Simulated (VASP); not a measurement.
# Si (a cell with a defect) in VASP: further runs

Si (a cell with a defect) is run at these levels: PBE; tasks: single point.

Program: VASP 6.6.1. These are calculated values, not measurements. Logs are shortened: lines on timing, memory, paths and dates and some standing lists are left out, and cuts for length are marked.

## Step 1: The cell of the first run

The cell holds a defect, 17 atoms: a = 7.679 Å, b = 7.679 Å, c = 7.679 Å, α = 60.00°, β = 60.00°, γ = 60.00°.

## Step 2: Single point, PBE

Contents of INCAR:

```
  PREC = Accurate
  ENCUT = 520
  EDIFF = 1E-6
  ISMEAR = -1
  SIGMA = 0.02
  LREAL = Auto
  LASPH = True
  NELM = 100
  ALGO = Normal
  ISIF = 2
  LWAVE = False
  LCHARG = False
  GGA = PE
  NBANDS = 48
```

Contents of KPOINTS:

```
Automatic mesh
0
Gamma
  2 2 2
```

Contents of POSCAR:

```
Si
1.0
    0.0000000000      5.4300000000      5.4300000000
    5.4300000000      0.0000000000      5.4300000000
    5.4300000000      5.4300000000      0.0000000000
Si
17
Direct
    0.2049907919     -0.0642173112     -0.1534069982
    0.1120257827      0.0997790055      0.0968692449
   -0.0396500921     -0.0025230203      0.4599079190
    0.0947513812      0.1648987109      0.5215837937
   -0.0064732965      0.4817403315      0.0175598527
    0.0583977901      0.6575690608      0.1389502762
   -0.0459116022      0.5872375691      0.4892633517
    0.1202670350      0.6495488029      0.6343554328
    0.4763535912      0.0184898711     -0.0336095764
    0.6804696133      0.1121086556      0.0811694291
    0.4727440147      0.0785267035      0.4354327808
    0.5909852670      0.1462523020      0.5997329650
    0.4452486188      0.5104788214     -0.0139779006
    0.5731399632      0.6198250460      0.1259208103
    0.5195211786      0.5410313076      0.4654511971
    0.5906813996      0.7144751381      0.6146777164
    0.9381123389      0.2744106814      0.8227163904
```

Potentials or basis: VASP PAW PBE potentials, release 64 (Si).

Launch:

```console
> cat potpaw_PBE.64/Si/POTCAR > POTCAR
> mpirun -np 1 vasp_std > vasp.out
```

OUTCAR:

```text
PREC = Accurate
   ENCUT = 520
   EDIFF = 1E-6
   ISMEAR = -1
   LREAL = Auto
   LASPH = True
   NELM = 100
   ISIF = 2
   GGA = PE

 ion  position               nearest neighbor table
   1  0.205  0.936  0.847-  17 2.36   2 2.44   6 2.44   4 2.50  16 2.75  13 2.77  11 2.77   9 3.07

   2  0.112  0.100  0.097-   3 2.29   9 2.30   5 2.43   1 2.44  17 2.49
   3  0.960  0.997  0.460-   2 2.29   8 2.29   4 2.32  12 2.33   7 3.07
   4  0.095  0.165  0.522-   3 2.32  17 2.38  11 2.43   1 2.50   7 2.78
   5  0.994  0.482  0.018-   6 2.31   8 2.42   2 2.43  14 2.65  17 2.94
   6  0.058  0.658  0.139-   7 2.23   5 2.31   1 2.44  13 2.44
   7  0.954  0.587  0.489-   6 2.23  16 2.28   8 2.38  17 2.48   4 2.78   3 3.07
   8  0.120  0.650  0.634-   3 2.29   7 2.38   5 2.42  15 2.52
   9  0.476  0.018  0.966-  12 2.30   2 2.30  14 2.51  10 2.63   1 3.07
  10  0.680  0.112  0.081-  11 2.32  17 2.34  13 2.59   9 2.63
  11  0.473  0.079  0.435-  12 2.23  10 2.32  16 2.32   4 2.43   1 2.77
  12  0.591  0.146  0.600-  11 2.23   9 2.30   3 2.33  15 2.52
  13  0.445  0.510  0.986-  14 2.37  16 2.44   6 2.44  10 2.59   1 2.77  17 3.14
  14  0.573  0.620  0.126-  15 2.22  13 2.37   9 2.51   5 2.65
  15  0.520  0.541  0.465-  14 2.22  16 2.50   8 2.52  12 2.52
  16  0.591  0.714  0.615-   7 2.28  11 2.32  13 2.44  15 2.50   1 2.75
  17  0.938  0.274  0.823-  10 2.34   1 2.36   4 2.38   7 2.48   2 2.49   5 2.94  13 3.14

  LATTYP: Found a face centered cubic cell.
 ALAT       =    10.8600000000

  Lattice vectors:

 A1 = (   0.0000000000,   5.4300000000,   5.4300000000)
 A2 = (   5.4300000000,   0.0000000000,   5.4300000000)
 A3 = (   5.4300000000,   5.4300000000,   0.0000000000)

Analysis of symmetry for initial positions (statically):
=====================================================================
 Subroutine PRICEL returns:
 Original cell was already a primitive cell.

 Routine SETGRP: Setting up the symmetry group for a
 face centered cubic supercell.

 Subroutine GETGRP returns: Found  1 space group operations
 (whereof  1 operations were pure point group operations)
 out of a pool of 48 trial point group operations.

The static configuration has the point symmetry C_1 .

Analysis of symmetry for dynamics (positions and initial velocities):
=====================================================================
 Subroutine PRICEL returns:
 Original cell was already a primitive cell.

 Routine SETGRP: Setting up the symmetry group for a
 face centered cubic supercell.

 Subroutine GETGRP returns: Found  1 space group operations
 (whereof  1 operations were pure point group operations)
 out of a pool of 48 trial point group operations.

The dynamic configuration has the point symmetry C_1 .

 Subroutine INISYM returns: Found  1 space group operations
 (whereof  1 operations are pure point group operations),
 and found     1 'primitive' translations

----------------------------------------------------------------------------------------

                                     Primitive cell

  volume of cell :     320.2060

  direct lattice vectors                    reciprocal lattice vectors
     0.000000000  5.430000000  5.430000000    -0.092081031  0.092081031  0.092081031
     5.430000000  0.000000000  5.430000000     0.092081031 -0.092081031  0.092081031
     5.430000000  5.430000000  0.000000000     0.092081031  0.092081031 -0.092081031

  length of vectors
     7.679179644  7.679179644  7.679179644     0.159489025  0.159489025  0.159489025

  position of ions in fractional coordinates (direct lattice)
     0.204990792  0.935782689  0.846593002
     0.112025783  0.099779005  0.096869245
     0.960349908  0.997476980  0.459907919
     0.094751381  0.164898711  0.521583794
     0.993526704  0.481740331  0.017559853
     0.058397790  0.657569061  0.138950276
[... 9 lines left out ...]
     0.590681400  0.714475138  0.614677716
     0.938112339  0.274410681  0.822716390

  ion indices of the primitive-cell ions
   primitive index   ion index
                 1           1
                 2           2
                 3           3
                 4           4
                 5           5
                 6           6
[... 9 lines left out ...]
                16          16
                17          17

----------------------------------------------------------------------------------------

 KPOINTS: Automatic mesh

Automatic generation of k-mesh.
 Grid dimensions read from file:
 generate k-points for:    2    2    2

 Generating k-lattice:

  Cartesian coordinates                     Fractional coordinates (reciprocal lattice)
    -0.046040516  0.046040516  0.046040516     0.500000000  0.000000000  0.000000000
     0.046040516 -0.046040516  0.046040516     0.000000000  0.500000000  0.000000000
     0.046040516  0.046040516 -0.046040516     0.000000000  0.000000000  0.500000000

  Length of vectors
     0.079744512  0.079744512  0.079744512

  Shift w.r.t. Gamma in fractional coordinates (k-lattice)
     0.000000000  0.000000000  0.000000000

 Subroutine IBZKPT returns following result:
 ===========================================

 Found      8 irreducible k-points:

 Following reciprocal coordinates:
            Coordinates               Weight
  0.000000  0.000000  0.000000      1.000000
  0.500000  0.000000  0.000000      1.000000
  0.000000  0.500000  0.000000      1.000000
  0.000000  0.000000  0.500000      1.000000
  0.500000  0.500000  0.500000      1.000000
  0.500000  0.500000  0.000000      1.000000
  0.000000  0.500000  0.500000      1.000000
  0.500000  0.000000  0.500000      1.000000
   k-points           NKPTS =      8   k-points in BZ     NKDIM =      8   number of bands    NBANDS=     48
   number of dos      NEDOS =    301   number of ions     NIONS =     17
   total plane-waves  NPLWV = 216000
   dimension x,y,z NGX =    60 NGY =   60 NGZ =   60
   dimension x,y,z NGXF=   120 NGYF=  120 NGZF=  120
   ions per type =              17
   NGX,Y,Z   is equivalent  to a cutoff of  12.99, 12.99, 12.99 a.u.
   NGXF,Y,Z  is equivalent  to a cutoff of  25.98, 25.98, 25.98 a.u.
 SYSTEM =  unknown system
   PREC   = accura    normal or accurate (medium, high low for compatibility)
   ISTART =      0    job   : 0-new  1-cont  2-samecut
   ICHARG =      2    charge: 1-file 2-atom 10-const
   ISPIN  =      1    spin polarized calculation?
   LNONCOLLINEAR =      F non collinear calculations
   LSORBIT =      F    spin-orbit coupling
   LASPH  =      T    aspherical Exc in radial PAW
   ENCUT  =  520.0 eV  38.22 Ry    6.18 a.u.  14.28 14.28 14.28*2*pi/ulx,y,z
   NELM   =    100;   NELMIN=  2; NELMDL= -5     # of ELM steps
   EDIFF  = 0.1E-05   stopping-criterion for ELM
   LREAL  =      T    real-space projection
   EDIFFG = 0.1E-04   stopping-criterion for IOM
   NSW    =      0    number of steps for IOM
   IBRION =     -1    ionic relax: 0-MD 1-quasi-New 2-CG
   NFREE  =      0    steps in history (QN), initial steepest desc. (CG)
   ISIF   =      2    stress and relaxation
   ISYM   =      2    0-nonsym 1-usesym 2-fastsym
   POTIM  = 0.5000    time-step for ionic-motion
   TEBEG  =    0.0;   TEEND  =   0.0 temperature during run
   PSTRESS=    0.0 pullay stress
   NELECT =      68.0000    total number of electrons
   NUPDOWN=      -1.0000    fix difference up-down
   EMIN   =  10.00;   EMAX   =-10.00  energy-range for DOS
   EFERMI =   0.00;   METHOD = LEGACY
   ISMEAR =    -1;   SIGMA  =   0.02  broadening in eV -4-tet -1-fermi 0-gaus
   EFERMI_NEDOS =   21; number of points for ismear=-14 and -15
   IALGO  =     38    algorithm
   IMIX   =      4    mixing-type and parameters
     AMIX     =   0.40;   BMIX     =  1.00
     AMIX_MAG =   1.60;   BMIX_MAG =  1.00
  volume/ion in A,a.u.               =      18.84       127.11
  Fermi-wavevector in a.u.,A,eV,Ry     =   0.976715  1.845724 12.979587  0.953973
  Thomas-Fermi vector in A             =   2.107356
   LORBIT       =      0    0 simple, 1 ext, 2 COOP (PROOUT), +10 PAW based schemes
   GGA     = PE    functional components
   LHFCALC =     F    Hartree Fock is set to
   AEXX    =    0.0000 exact exchange contribution
   IVDW    =     0    specifies the selected vdW correction
   LEPSILON=     F    determine dielectric tensor
   LRPA    =     F    only Hartree local field effects (RPA)
 non-spin polarized calculation
  energy-cutoff  :      520.00
  volume of cell :      320.21
 maximum number of plane-waves:      8646
 NGX is ok and might be reduce to    60
   NGX = 29   NGY = 29   NGZ = 29

 number of electron      68.0000000 magnetization

 Free energy of the ion-electron system (eV)
  ---------------------------------------------------
  ext. energy  EPLUGINS =         0.00000000
  ---------------------------------------------------
  free energy    TOTEN  =       -85.19328163 eV

  energy without entropy =      -85.18528552  energy(sigma->0) =      -85.18928358

 E-fermi :   6.6113     XC(G=0):  -9.7696

 val. band max:        6.5077549012   @ k =   0.5000   0.5000   0.5000
 cond. band min:       6.6117647724   @ k =   0.0000   0.0000   0.0000
 fundamental gap:      0.1040098712
 Fermi energy:         6.6113223824

 k-point     1 :       0.0000    0.0000    0.0000
  band No.  band energies     occupation
      1      -6.1816      2.00000
      2      -3.7602      2.00000
      3      -3.5526      2.00000
      4      -3.5407      2.00000
      5      -3.3613      2.00000
      6      -2.4371      2.00000
[... 38 lines left out ...]
     45       8.8321      0.00000
     46       8.8853      0.00000

 k-point     2 :       0.5000    0.0000    0.0000
  band No.  band energies     occupation
      1      -5.6703      2.00000
      2      -5.0300      2.00000
      3      -3.6800      2.00000
      4      -3.3023      2.00000
      5      -3.1770      2.00000
      6      -3.0667      2.00000
[... 286 lines left out ...]
 k-point     8 :       0.5000    0.0000    0.5000
  band No.  band energies     occupation
      1      -5.4577      2.00000
      2      -4.9409      2.00000
      3      -4.0675      2.00000
      4      -3.8553      2.00000
      5      -3.6228      2.00000
      6      -3.3029      2.00000
[... 38 lines left out ...]
     45      10.0125      0.00000
     46      10.1680      0.00000
 [bands above 46 left out]

------------------------ aborting loop because EDIFF is reached ----------------------------------------

  FORCE on cell =-STRESS in cart. coord.  units (eV):
  Direction    XX          YY          ZZ          XY          YZ          ZX
  --------------------------------------------------------------------------------------
  -------------------------------------------------------------------------------------
  Total        7.4231749      4.1237402      2.4139033      2.3561547     -1.6964065     -2.7814743
  in kB       37.1424711     20.6334760     12.0781653     11.7892151     -8.4881107    -13.9173371
  external PRESSURE =      23.2847041 kB  Pullay stress =       0.0000000 kB

 VOLUME and BASIS-vectors are now :
 -----------------------------------------------------------------------------
  energy-cutoff  :      520.00
  volume of cell :      320.21
      direct lattice vectors                 reciprocal lattice vectors
     0.000000000  5.430000000  5.430000000    -0.092081031  0.092081031  0.092081031
     5.430000000  0.000000000  5.430000000     0.092081031 -0.092081031  0.092081031
     5.430000000  5.430000000  0.000000000     0.092081031  0.092081031 -0.092081031

 POSITION                                       TOTAL-FORCE (eV/Angst)
 -----------------------------------------------------------------------------------
      9.67830      5.71010      6.19440        -0.551475      0.711871     -0.619118
      1.06780      1.13430      1.15010         0.323310     -0.570778      0.848082
      7.91360      7.71200     10.63100         0.443052      0.169293     -0.450810
      3.72760      3.34670      1.40990         0.330074      0.165783      1.269957
      2.71120      5.49020      8.01070        -0.053071     -1.733273     -0.859706
      4.32510      1.07160      3.88770        -0.848877     -0.529530      1.274463
[... 9 lines left out ...]
      7.21730      6.54510      7.08700        -0.558067     -0.464350     -1.687379
      5.95740      9.56130      6.58400         1.225367     -0.629135     -0.178176
 -----------------------------------------------------------------------------------
    total drift:                               -0.007137      0.000883     -0.000102

  FREE ENERGIE OF THE ION-ELECTRON SYSTEM (eV)
  ---------------------------------------------------
  free  energy   TOTEN  =       -85.1932816295 eV

  energy  without entropy=      -85.1852855215  energy(sigma->0) =      -85.18928358
```

Wall time 86 s (1 thread of Intel Xeon 6975P-C (Granite Rapids), shared host); peak memory 0.47 GiB.

What came out:

```
Free energy            : -85.1933 eV
Pressure               : 2.3 GPa
Largest force          : 2.335 eV/Å
Band gap on the k mesh : zero (filled and empty bands touch)
```

Forces on the atoms (eV/Å):
```
Si  -0.551  0.712 -0.619
Si   0.323 -0.571  0.848
Si   0.443  0.169 -0.451
Si   0.330  0.166  1.270
Si  -0.053 -1.733 -0.860
Si  -0.849 -0.530  1.274
Si  -0.020  1.728 -0.231
Si  -0.794  0.867  0.074
Si  -0.462  1.851  0.004
Si  -0.224 -1.602 -0.696
Si  -0.350 -0.987 -0.742
Si   1.371  0.054  1.480
Si  -0.214  0.851  0.036
Si  -0.965 -0.650  2.025
Si   1.348  0.769 -1.547
Si  -0.558 -0.464 -1.687
Si   1.225 -0.629 -0.178
```

Caveat: the k points lie up to 0.50 Å⁻¹ apart.

(Continued in part 2 of 2.)

The gap in the log of VASP goes by the Fermi energy; the results here count the filled bands.